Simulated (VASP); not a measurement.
# Al in VASP: further runs

Al is run at these levels: PBEsol, PBE; tasks: single point.

Program: VASP 6.6.1. These are calculated values, not measurements. Logs are shortened: lines on timing, memory, paths and dates and some standing lists are left out, and cuts for length are marked.

### Step 1. The cell of the first run

The cell holds a slab with vacuum, 9 atoms: a = 4.014 Å, b = 2.839 Å, c = 27.355 Å, α = 90.00°, β = 90.00°, γ = 90.00°.

### Step 2. Single point, PBEsol

Input file INCAR:

```
SYSTEM = Al
PREC = Accurate ; ENCUT = 520
EDIFF = 1E-6 ; ISMEAR = 1
SIGMA = 0.1 ; LREAL = .False.
LASPH = .True. ; NELM = 60
ALGO = Normal ; ISIF = 2
LWAVE = .False. ; LCHARG = .False.
LDIPOL = .True. ; IDIPOL = 3
DIPOL = 0.5 0.5 0.500 ; GGA = PS
NBANDS = 24
```

Input file KPOINTS:

```
Automatic mesh
0
Gamma
  8 12 1
  0 0 0
```

Input file POSCAR:

```
Al
1.0
    4.0144529650      0.0000000000      0.0000000000
    0.0000000000      2.8386469140      0.0000000000
    0.0000000000      0.0000000000     27.3545876560
Al
9
Direct
    0.0000000000      0.0000000000      0.2924555142
    0.5000000000      0.5000000000      0.3443416357
    0.0000000000      0.0000000000      0.3962277571
    0.5000000000      0.5000000000      0.4481138786
    0.0000000000      0.0000000000      0.5000000000
    0.5000000000      0.5000000000      0.5518861214
    0.0000000000      0.0000000000      0.6037722429
    0.5000000000      0.5000000000      0.6556583643
    0.0000000000      0.0000000000      0.7075444858
```

Potentials or basis: VASP PAW PBE potentials, release 64 (Al).

Launch:

```console
> cat potpaw_PBE.64/Al/POTCAR > POTCAR
> mpirun -np 1 vasp_std > vasp.out
```

OUTCAR:

```text
SYSTEM = Al
   PREC = Accurate
   ENCUT = 520
   EDIFF = 1E-6
   ISMEAR = 1
   LREAL = .False.
   LASPH = .True.
   NELM = 60
   ISIF = 2
   GGA = PS

 ion  position               nearest neighbor table
   1  0.000  0.000  0.292-   3 2.84   2 2.84   2 2.84   2 2.84   2 2.84
   2  0.500  0.500  0.344-   3 2.84   3 2.84   3 2.84   3 2.84   4 2.84   1 2.84   1 2.84   1 2.84
                             1 2.84
   3  0.000  0.000  0.396-   2 2.84   2 2.84   2 2.84   2 2.84   5 2.84   1 2.84   4 2.84   4 2.84
                             4 2.84   4 2.84
   4  0.500  0.500  0.448-   6 2.84   5 2.84   5 2.84   5 2.84   5 2.84   2 2.84   3 2.84   3 2.84
                             3 2.84   3 2.84
   5  0.000  0.000  0.500-   4 2.84   6 2.84   4 2.84   6 2.84   4 2.84   6 2.84   4 2.84   6 2.84
                             3 2.84   7 2.84
   6  0.500  0.500  0.552-   4 2.84   5 2.84   5 2.84   5 2.84   5 2.84   8 2.84   7 2.84   7 2.84
                             7 2.84   7 2.84
   7  0.000  0.000  0.604-   8 2.84   8 2.84   8 2.84   8 2.84   9 2.84   5 2.84   6 2.84   6 2.84
                             6 2.84   6 2.84
   8  0.500  0.500  0.656-   7 2.84   7 2.84   7 2.84   7 2.84   6 2.84   9 2.84   9 2.84   9 2.84
                             9 2.84
   9  0.000  0.000  0.708-   7 2.84   8 2.84   8 2.84   8 2.84   8 2.84

  LATTYP: Found a simple orthorhombic cell.
 ALAT       =     2.8386469140
 B/A-ratio  =     1.4142135625
 C/A-ratio  =     9.6364882582

  Lattice vectors:

 A1 = (   0.0000000000,  -2.8386469140,   0.0000000000)
 A2 = (   4.0144529650,   0.0000000000,   0.0000000000)
 A3 = (   0.0000000000,   0.0000000000,  27.3545876560)

Analysis of symmetry for initial positions (statically):
=====================================================================
 Subroutine PRICEL returns:
 Original cell was already a primitive cell.

 Routine SETGRP: Setting up the symmetry group for a
 simple orthorhombic supercell.

 Subroutine GETGRP returns: Found  8 space group operations
 (whereof  8 operations were pure point group operations)
 out of a pool of  8 trial point group operations.

The static configuration has the point symmetry D_2h.

Analysis of symmetry for dynamics (positions and initial velocities):
=====================================================================
 Subroutine PRICEL returns:
 Original cell was already a primitive cell.

 Routine SETGRP: Setting up the symmetry group for a
 simple orthorhombic supercell.

 Subroutine GETGRP returns: Found  8 space group operations
 (whereof  8 operations were pure point group operations)
 out of a pool of  8 trial point group operations.

The dynamic configuration has the point symmetry D_2h.

 Subroutine INISYM returns: Found  8 space group operations
 (whereof  8 operations are pure point group operations),
 and found     1 'primitive' translations

----------------------------------------------------------------------------------------

                                     Primitive cell

  volume of cell :     311.7223

  direct lattice vectors                    reciprocal lattice vectors
     4.014452965  0.000000000  0.000000000     0.249099942  0.000000000  0.000000000
     0.000000000  2.838646914  0.000000000     0.000000000  0.352280516  0.000000000
     0.000000000  0.000000000 27.354587656     0.000000000  0.000000000  0.036556939

  length of vectors
     4.014452965  2.838646914 27.354587656     0.249099942  0.352280516  0.036556939

  position of ions in fractional coordinates (direct lattice)
     0.000000000  0.000000000  0.292455514
     0.500000000  0.500000000  0.344341636
     0.000000000  0.000000000  0.396227757
     0.500000000  0.500000000  0.448113879
     0.000000000  0.000000000  0.500000000
     0.500000000  0.500000000  0.551886121
     0.000000000  0.000000000  0.603772243
     0.500000000  0.500000000  0.655658364
     0.000000000  0.000000000  0.707544486

  ion indices of the primitive-cell ions
   primitive index   ion index
                 1           1
                 2           2
                 3           3
                 4           4
                 5           5
                 6           6
                 7           7
                 8           8
                 9           9

----------------------------------------------------------------------------------------

 KPOINTS: Automatic mesh

Automatic generation of k-mesh.
 Grid dimensions read from file:
 generate k-points for:    8   12    1

 Generating k-lattice:

  Cartesian coordinates                     Fractional coordinates (reciprocal lattice)
     0.031137493  0.000000000  0.000000000     0.125000000  0.000000000  0.000000000
     0.000000000  0.029356710  0.000000000     0.000000000  0.083333333  0.000000000
     0.000000000  0.000000000  0.036556939     0.000000000  0.000000000  1.000000000

  Length of vectors
     0.031137493  0.029356710  0.036556939

  Shift w.r.t. Gamma in fractional coordinates (k-lattice)
     0.000000000  0.000000000  0.000000000

 Subroutine IBZKPT returns following result:
 ===========================================

 Found     35 irreducible k-points:

 Following reciprocal coordinates:
            Coordinates               Weight
  0.000000  0.000000  0.000000      1.000000
  0.125000  0.000000  0.000000      2.000000
  0.250000  0.000000  0.000000      2.000000
  0.375000  0.000000  0.000000      2.000000
  0.500000  0.000000  0.000000      1.000000
  0.000000  0.083333  0.000000      2.000000
[... 16 lines left out ...]
  0.250000  0.333333  0.000000      4.000000
  0.375000  0.333333  0.000000      4.000000
 [... further k-points ...]
   k-points           NKPTS =     35   k-points in BZ     NKDIM =     35   number of bands    NBANDS=     24
   number of dos      NEDOS =    301   number of ions     NIONS =      9
   total plane-waves  NPLWV = 151200
   dimension x,y,z NGX =    30 NGY =   24 NGZ =  210
   dimension x,y,z NGXF=    60 NGYF=   48 NGZF=  420
   ions per type =               9
   NGX,Y,Z   is equivalent  to a cutoff of  12.42, 14.06, 12.76 a.u.
   NGXF,Y,Z  is equivalent  to a cutoff of  24.85, 28.11, 25.53 a.u.
 SYSTEM =  Al
   PREC   = accura    normal or accurate (medium, high low for compatibility)
   ISTART =      0    job   : 0-new  1-cont  2-samecut
   ICHARG =      2    charge: 1-file 2-atom 10-const
   ISPIN  =      1    spin polarized calculation?
   LNONCOLLINEAR =      F non collinear calculations
   LSORBIT =      F    spin-orbit coupling
   LASPH  =      T    aspherical Exc in radial PAW
   ENCUT  =  520.0 eV  38.22 Ry    6.18 a.u.   7.46  5.28 50.86*2*pi/ulx,y,z
   NELM   =     60;   NELMIN=  2; NELMDL= -5     # of ELM steps
   EDIFF  = 0.1E-05   stopping-criterion for ELM
   LREAL  =      F    real-space projection
   EDIFFG = 0.1E-04   stopping-criterion for IOM
   NSW    =      0    number of steps for IOM
   IBRION =     -1    ionic relax: 0-MD 1-quasi-New 2-CG
   NFREE  =      0    steps in history (QN), initial steepest desc. (CG)
   ISIF   =      2    stress and relaxation
   ISYM   =      2    0-nonsym 1-usesym 2-fastsym
   POTIM  = 0.5000    time-step for ionic-motion
   TEBEG  =    0.0;   TEEND  =   0.0 temperature during run
   PSTRESS=    0.0 pullay stress
   NELECT =      27.0000    total number of electrons
   NUPDOWN=      -1.0000    fix difference up-down
   EMIN   =  10.00;   EMAX   =-10.00  energy-range for DOS
   EFERMI =   0.00;   METHOD = LEGACY
   ISMEAR =     1;   SIGMA  =   0.10  broadening in eV -4-tet -1-fermi 0-gaus
   EFERMI_NEDOS =   21; number of points for ismear=-14 and -15
   IALGO  =     38    algorithm
   IMIX   =      4    mixing-type and parameters
     AMIX     =   0.40;   BMIX     =  1.00
     AMIX_MAG =   1.60;   BMIX_MAG =  1.00
  volume/ion in A,a.u.               =      34.64       233.73
  Fermi-wavevector in a.u.,A,eV,Ry     =   0.724336  1.368797  7.138470  0.524663
  Thomas-Fermi vector in A             =   1.814780
   LORBIT       =      0    0 simple, 1 ext, 2 COOP (PROOUT), +10 PAW based schemes
   GGA     = PS    functional components
   LHFCALC =     F    Hartree Fock is set to
   AEXX    =    0.0000 exact exchange contribution
   IVDW    =     0    specifies the selected vdW correction
   LEPSILON=     F    determine dielectric tensor
   LRPA    =     F    only Hartree local field effects (RPA)
 non-spin polarized calculation
 Methfessel and Paxton  Order N= 1 SIGMA  =   0.10
  energy-cutoff  :      520.00
  volume of cell :      311.72
 maximum number of plane-waves:      8436
 NGX is ok and might be reduce to    30
   NGX = 15   NGY = 11   NGZ =101

 number of electron      27.0000000 magnetization

 dipolmoment           0.000000      0.000000      0.000000 electrons x Angstroem

 Free energy of the ion-electron system (eV)
  ---------------------------------------------------
  ext. energy  EPLUGINS =         0.00000000
  ---------------------------------------------------
  free energy    TOTEN  =       -35.20605259 eV

  energy without entropy =      -35.21046335  energy(sigma->0) =      -35.20752284

 E-fermi :   1.6143     XC(G=0):  -5.5957

 val. band max:        1.5695421304   @ k =   0.1250   0.3333   0.0000
 cond. band min:       1.6147140008   @ k =   0.0000   0.5000   0.0000
 fundamental gap:      0.0451718704
 Fermi energy:         1.6143362586

 k-point     1 :       0.0000    0.0000    0.0000
  band No.  band energies     occupation
      1      -9.4421      2.00000
      2      -8.8057      2.00000
      3      -7.8111      2.00000
      4      -6.4589      2.00000
      5      -4.8439      2.00000
      6      -3.0400      2.00000
[... 16 lines left out ...]
     23       6.1309      0.00000
     24       6.5052      0.00000
[... 598 lines left out ...]
      2      -5.5337      2.00000
      3      -4.5697      2.00000
      4      -3.9351      2.00000
      5      -3.4131      2.00000
      6      -3.1674      2.00000
[... 16 lines left out ...]
     23       4.7728      0.00000
     24       4.9929      0.00000

 [... further k-points ...]

------------------------ aborting loop because EDIFF is reached ----------------------------------------

 vacuum level on the upper side and lower side of the slab       (xc-potential included)        -0.115        -0.115

  FORCE on cell =-STRESS in cart. coord.  units (eV):
  Direction    XX          YY          ZZ          XY          YZ          ZX
  --------------------------------------------------------------------------------------
  -------------------------------------------------------------------------------------
  Total       -2.6898305     -2.2895457      0.7443368     -0.0000000      0.0000000      0.0000000
  in kB      -13.8250775    -11.7677107      3.8257109     -0.0000000      0.0000000      0.0000000
  external PRESSURE =      -7.2556924 kB  Pullay stress =       0.0000000 kB

 VOLUME and BASIS-vectors are now :
 -----------------------------------------------------------------------------
  energy-cutoff  :      520.00
  volume of cell :      311.72
      direct lattice vectors                 reciprocal lattice vectors
     4.014452965  0.000000000  0.000000000     0.249099942  0.000000000  0.000000000
     0.000000000  2.838646914  0.000000000     0.000000000  0.352280516  0.000000000
     0.000000000  0.000000000 27.354587656     0.000000000  0.000000000  0.036556939

 POSITION                                       TOTAL-FORCE (eV/Angst)
 -----------------------------------------------------------------------------------
      0.00000      0.00000      8.00000        -0.000000     -0.000000      0.136327
      2.00723      1.41932      9.41932        -0.000000      0.000000     -0.169417
      0.00000      0.00000     10.83865        -0.000000     -0.000000     -0.042661
      2.00723      1.41932     12.25797        -0.000000      0.000000     -0.216225
      0.00000      0.00000     13.67729        -0.000000     -0.000000      0.000000
      2.00723      1.41932     15.09662        -0.000000     -0.000000      0.216225
      0.00000      0.00000     16.51594        -0.000000     -0.000000      0.042661
      2.00723      1.41932     17.93526         0.000000     -0.000000      0.169417
      0.00000      0.00000     19.35459        -0.000000     -0.000000     -0.136327
 -----------------------------------------------------------------------------------
    total drift:                               -0.000000     -0.000000      0.000000

  FREE ENERGIE OF THE ION-ELECTRON SYSTEM (eV)
  ---------------------------------------------------
  free  energy   TOTEN  =       -35.2060525889 eV

  energy  without entropy=      -35.2104633539  energy(sigma->0) =      -35.20752284

 vacuum level on the upper side and lower side of the slab         5.737         5.737
```

Wall time 4.1 min (1 thread of AMD EPYC 9R45 (Zen 5), shared host); peak memory 0.45 GiB.

What came out:

* Free energy: -35.2061 eV
* Largest force: 0.216 eV/Å
* Band gap on the k mesh: zero (an odd number of electrons rules out a gap without spin polarisation)

Forces on the atoms (eV/Å):
```
Al   0.000  0.000  0.136
Al   0.000  0.000 -0.169
Al   0.000  0.000 -0.043
Al   0.000  0.000 -0.216
Al   0.000  0.000  0.000
Al   0.000  0.000  0.216
Al   0.000  0.000  0.043
Al   0.000  0.000  0.169
Al   0.000  0.000 -0.136
```

Levels at points of the mesh, in eV from the Fermi level:
| k point | band 10 | band 11 | band 12 | band 13 | band 14 | band 15 | band 16 | band 17 |
| --- | --- | --- | --- | --- | --- | --- | --- | --- |
| (0.00, 0.00, 0.00) | -1.38 | -1.26 | -0.95 | -0.71 | 0.02 | 0.20 | 1.10 | 1.60 |
| (0.50, 0.00, 0.00) | -3.97 | -2.94 | -1.87 | -1.10 | 0.28 | 0.85 | 2.34 | 2.88 |
| (0.00, 0.50, 0.00) | -1.51 | -0.31 | 0.00 | 1.40 | 1.42 | 1.43 | 1.95 | 1.99 |
| (0.50, 0.50, 0.00) | -2.94 | -2.82 | -2.39 | -1.82 | -1.73 | -1.72 | -0.76 | -0.55 |

Caveat: the PAW data sets were made with another functional, which shifts forces and pressure a little.

### Step 3. Single point, PBE

This run uses another cell than the first one: it holds 11 atoms, not 9.

Input file INCAR:

```
SYSTEM = Al
PREC     = Accurate       ! precision mode
ENCUT    = 520            ! plane-wave cutoff, eV
EDIFF    = 1E-6           ! SCF threshold, eV
ISMEAR   = 1              ! smearing method
SIGMA    = 0.1            ! smearing width, eV
LREAL    = .FALSE.        ! projectors in reciprocal space
LASPH    = .TRUE.         ! aspherical terms in the spheres
NELM     = 80             ! most SCF steps
ALGO     = Normal         ! electronic algorithm
ISIF     = 2              ! what is computed and relaxed
LWAVE    = .FALSE.        ! write WAVECAR
LCHARG   = .TRUE.         ! write CHGCAR
LDIPOL   = .TRUE.       
IDIPOL   = 3            
DIPOL    = 0.5 0.5 0.500
GGA      = PE             ! functional
LELF     = .TRUE.         ! ELF
LVHAR    = .TRUE.       
LVACPOTAV= .TRUE.       
NBANDS   = 28             ! bands
```

Input file KPOINTS:

```
regular mesh
0
G
  8 11 1
  0 0 0
```

Input file POSCAR:

```
Al
1.0
    4.0398158760      0.0000000000      0.0000000000
    0.0000000000      2.8565812000      0.0000000000
    0.0000000000      0.0000000000     30.2829060020
Al
11
Direct
    0.0000000000      0.0000000000      0.2672460706
    0.5000000000      0.5000000000      0.3103526980
    0.0000000000      0.0000000000      0.3594438572
    0.5000000000      0.5000000000      0.4048408520
    0.0000000000      0.0000000000      0.4524430023
    0.5000000000      0.5000000000      0.5000000052
    0.0000000000      0.0000000000      0.5475570038
    0.5000000000      0.5000000000      0.5951591391
    0.0000000000      0.0000000000      0.6405561287
    0.5000000000      0.5000000000      0.6896473054
    0.0000000000      0.0000000000      0.7327539378
```

Potentials or basis: VASP PAW PBE potentials, release 64 (Al).

Launch:

```console
> cat potpaw_PBE.64/Al/POTCAR > POTCAR
> mpirun -np 1 vasp_std > vasp.out
```

It took 5.1 min on 1 thread of AMD EPYC 9R45 (Zen 5), shared host; peak memory 0.48 GiB.

Results (log left out):

```
Free energy            : -39.8225 eV
Largest force          : 0.007 eV/Å
Band gap on the k mesh : zero (an odd number of electrons rules out a gap without spin polarisation)
```

Forces on the atoms (eV/Å):
```
Al   0.000  0.000 -0.007
Al   0.000  0.000  0.001
Al   0.000  0.000  0.007
Al   0.000  0.000  0.000
Al   0.000  0.000  0.000
Al   0.000  0.000  0.000
Al   0.000  0.000  0.000
Al   0.000  0.000  0.000
Al   0.000  0.000 -0.007
Al   0.000  0.000 -0.001
Al   0.000  0.000  0.007
```

Levels at points of the mesh, in eV from the Fermi level:
```
           k point  band 13  band 14  band 15  band 16  band 17  band 18  band 19  band 20
(0.00, 0.00, 0.00)    -1.51    -1.13    -1.04    -0.43    -0.19     0.04     0.63     1.44
(0.50, 0.00, 0.00)    -3.18    -2.37    -1.67    -0.55     0.00     1.29     1.73     3.02
```

### Step 4. Single point, PBEsol

This run uses another cell than the first one: it holds 11 atoms, not 9.

Input file INCAR:

```
ALGO     = Normal         # electronic algorithm
DIPOL    = 0.5 0.5 0.500
EDIFF    = 1E-7           # SCF threshold, eV
ENCUT    = 520            # plane-wave cutoff, eV
GGA      = PS             # functional
IDIPOL   = 3            
ISIF     = 2              # what is computed and relaxed
ISMEAR   = 1              # smearing method
LASPH    = True           # aspherical terms in the spheres
LCHARG   = False          # write CHGCAR
LDIPOL   = True         
LREAL    = False          # projectors in reciprocal space
LWAVE    = False          # write WAVECAR
NBANDS   = 28             # bands
NELM     = 100            # most SCF steps
PREC     = Accurate       # precision mode
SIGMA    = 0.1            # smearing width, eV
```

Input file KPOINTS:

```
k-points
0
Gamma
  8 12 1
```

Input file POSCAR:

```
Al
1.0
    4.0144529650      0.0000000000      0.0000000000
    0.0000000000      2.8386469140      0.0000000000
    0.0000000000      0.0000000000     38.1932345700
Al
11
Direct
    0.0000000000      0.0000000000      0.3141917707
    0.5000000000      0.5000000000      0.3513534166
    0.0000000000      0.0000000000      0.3885150624
    0.5000000000      0.5000000000      0.4256767083
    0.0000000000      0.0000000000      0.4628383541
    0.5000000000      0.5000000000      0.5000000000
    0.0000000000      0.0000000000      0.5371616459
    0.5000000000      0.5000000000      0.5743232917
    0.0000000000      0.0000000000      0.6114849376
    0.5000000000      0.5000000000      0.6486465834
    0.0000000000      0.0000000000      0.6858082293
```

Launch:

```console
> cat potpaw_PBE.64/Al/POTCAR > POTCAR
> mpirun -np 1 vasp_std > vasp.out
```

Wall time 13 min (1 thread of Oxide Virtual Turin-like, shared host); peak memory 0.62 GiB.

The run converged. Its results:

```yaml
Free_energy: -43.3074 eV
Largest_force: 0.206 eV/Å
Band_gap_on_the_k_mesh: zero (an odd number of electrons rules out a gap without spin polarisation)
```

Forces on the atoms (eV/Å):
```
Al   0.000  0.000  0.180
Al   0.000  0.000 -0.206
Al   0.000  0.000  0.000
Al   0.000  0.000 -0.043
Al   0.000  0.000  0.032
Al   0.000  0.000  0.000
Al   0.000  0.000 -0.032
Al   0.000  0.000  0.043
Al   0.000  0.000  0.000
Al   0.000  0.000  0.206
Al   0.000  0.000 -0.180
```

Levels at points of the mesh, in eV from the Fermi level:
```csv
k point,band 12,band 13,band 14,band 15,band 16,band 17,band 18,band 19,band 20,band 21
"(0.00, 0.00, 0.00)",-1.85,-1.50,-1.09,-0.97,-0.37,-0.29,0.15,0.69,1.43,1.47
"(0.50, 0.00, 0.00)",-4.15,-3.26,-2.42,-1.72,-0.63,-0.08,1.19,1.64,2.89,3.41
"(0.00, 0.50, 0.00)",-1.59,-0.65,-0.42,0.78,1.21,1.32,1.32,1.68,1.72,2.31
"(0.50, 0.50, 0.00)",-3.11,-2.74,-2.67,-2.55,-2.09,-1.69,-1.62,-1.59,-0.84,-0.48
```

Caveat: the PAW data sets were made with another functional, which shifts forces and pressure a little.

### Step 5. Summary

```csv
level,cell,k mesh,gap on the mesh (eV),largest force (eV/Å)
PBEsol,"a = 4.014, b = 2.839, c = 27.355 Å, 9 atoms, atomic positions A",8 × 12 × 1,none,0.22
PBE,"a = 4.040, b = 2.857, c = 30.283 Å, 11 atoms, atomic positions B",8 × 11 × 1,none,0.01
PBEsol,"a = 4.014, b = 2.839, c = 38.193 Å, 11 atoms, atomic positions C",8 × 12 × 1,none,0.21
```

Alike in all rows: task single point; potentials or basis VASP PAW PBE potentials, release 64 (Al); no spin polarisation; cutoff (eV) 520; smearing methfessel-paxton 0.1 eV.

Caveats: the PAW data sets were made with another functional, which shifts forces and pressure a little (at least some runs).

Total energies depend on the potentials used, so only differences within one code and one set of settings carry meaning.
